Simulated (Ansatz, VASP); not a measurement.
W in VASP and in Ansatz

```
W
1.0
    -1.55737    1.55737    1.55737
     1.55737   -1.55737    1.55737
     1.55737    1.55737   -1.55737
W
1
Direct
  0.00000 0.00000 0.00000
```

Change from the starting cell: strain -0.025 along x and y, -0.025 along z, atoms carried along.

Alike in both runs: task single point; functional PBEsol; k mesh 20 × 20 × 20; occupations gaussian, width 0.15 eV; no spin polarisation.

|  | VASP | Ansatz |
| --- | --- | --- |
| version | VASP 6.6.1 | Ansatz 0.2.0 |
| potentials or method | VASP PAW PBE potentials, release 64 (W_sv), cutoff 520 eV | scalar-relativistic, plane waves, PAW |
| valence electrons in the cell | 14 | 14 |

|  | VASP | Ansatz | Ansatz less VASP |
| --- | --- | --- | --- |
| gap on the k mesh at the Fermi level (eV) | none | none | - |
| pressure (GPa) | 14.1 | 13.2 | -0.88 |

VASP's potentials were made for PBE, not for PBEsol. A gap of «none» marks a metal or a gap that the smearing closes.

Spin-orbit coupling is off throughout.
